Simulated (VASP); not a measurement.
Write the native input for VASP 6.6.1 that does the following.

* Task: single point
* Functional: PBE
* Potentials or basis: VASP PAW PBE potentials, release 64 (W_sv, Ge_d)
* Cutoff: 520 eV
* k mesh: 12 × 12 × 7
* Occupations: fermi-dirac, width 0.05 eV
* Spin: no spin polarisation
* Dipole correction: no
* Further INCAR settings: ALGO = Normal; EDIFF = 1e-06; NBANDS = 36

The structure of GeW (NiAs type) lies in POSCAR:

```
GeW
1.0
    2.3537584126      0.0000000000      0.0000000000
   -1.1768792063      2.0384145797      0.0000000000
    0.0000000000      0.0000000000      6.9187941016
W Ge
2 2
Direct
    0.0000000000      0.0000000000      0.0000000000
    0.0000000000      0.0000000000      0.5000000000
    0.3333333333      0.6666666667      0.2500000000
    0.6666666667      0.3333333333      0.7500000000
```

The input as run:

INCAR

```
PREC = Accurate
ENCUT = 520
EDIFF = 1E-6
ISMEAR = -1
SIGMA = 0.05
LREAL = False
LASPH = True
NELM = 100
ALGO = Normal
ISIF = 2
LWAVE = False
LCHARG = False
GGA = PE
NBANDS = 36
```

KPOINTS

```
regular mesh
0
Gamma
  12 12 7
```

Potentials or basis: VASP PAW PBE potentials, release 64 (W_sv, Ge_d).

Launch:

```sh
$ cat potpaw_PBE.64/W_sv/POTCAR potpaw_PBE.64/Ge_d/POTCAR > POTCAR
$ mpirun -np 1 vasp_std > vasp.out
```

It gave:

```yaml
Pressure: 532.1 GPa
Band_gap_on_the_k_mesh: zero (band 28 reaches 22.61 eV, above the bottom of band 29 at 20.60 eV)
```

Caveat: spin-orbit coupling is left out, which moves the levels of the heavy elements.

Run time: 64 s on 1 thread of Intel(R) Xeon(R) Platinum 8375C CPU @ 2.90GHz (Ice Lake), with other jobs on the host, peak memory 0.2 GiB.
